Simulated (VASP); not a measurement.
A run of VASP 6.6.1 is set up as follows.

The input INCAR:

```
SYSTEM = HfO2
PREC     = Accurate       ! precision mode
ENCUT    = 520            ! plane-wave cutoff, eV
EDIFF    = 1E-6           ! SCF threshold, eV
ISMEAR   = 0              ! smearing method
SIGMA    = 0.01           ! smearing width, eV
LREAL    = .False.        ! projectors in reciprocal space
LASPH    = .True.         ! aspherical terms in the spheres
NELM     = 80             ! most SCF steps
ALGO     = Normal         ! electronic algorithm
ISIF     = 2              ! what is computed and relaxed
LWAVE    = .False.        ! write WAVECAR
LCHARG   = .False.        ! write CHGCAR
GGA      = PS             ! functional
NBANDS   = 18             ! bands
```

The input KPOINTS:

```
Automatic mesh
0
Gamma
  6 6 6
  0 0 0
```

The input POSCAR:

```
HfO2
1.0
    0.0000000000      2.5911551753      2.5911551753
    2.5911551753      0.0000000000      2.5911551753
    2.5911551753      2.5911551753      0.0000000000
Hf O
1 2
Direct
    0.0000000000      0.0000000000      0.0000000000
    0.2500000000      0.2500000000      0.2500000000
    0.7500000000      0.7500000000      0.7500000000
```

Potentials or basis: VASP PAW PBE potentials, release 64 (Hf_pv, O).

Launch:

```sh
$ cat potpaw_PBE.64/Hf_pv/POTCAR potpaw_PBE.64/O/POTCAR > POTCAR
$ mpirun -np 1 vasp_std > vasp.out
```

(1) Estimate the band gap on the k mesh.

(2) Estimate the pressure.

Answers

(1) 3.50 eV, direct.

(2) -21.2 GPa.

Caveat: the PAW data sets were made with another functional, which shifts forces and pressure a little; spin-orbit coupling is left out, which moves the levels of the heavy elements.
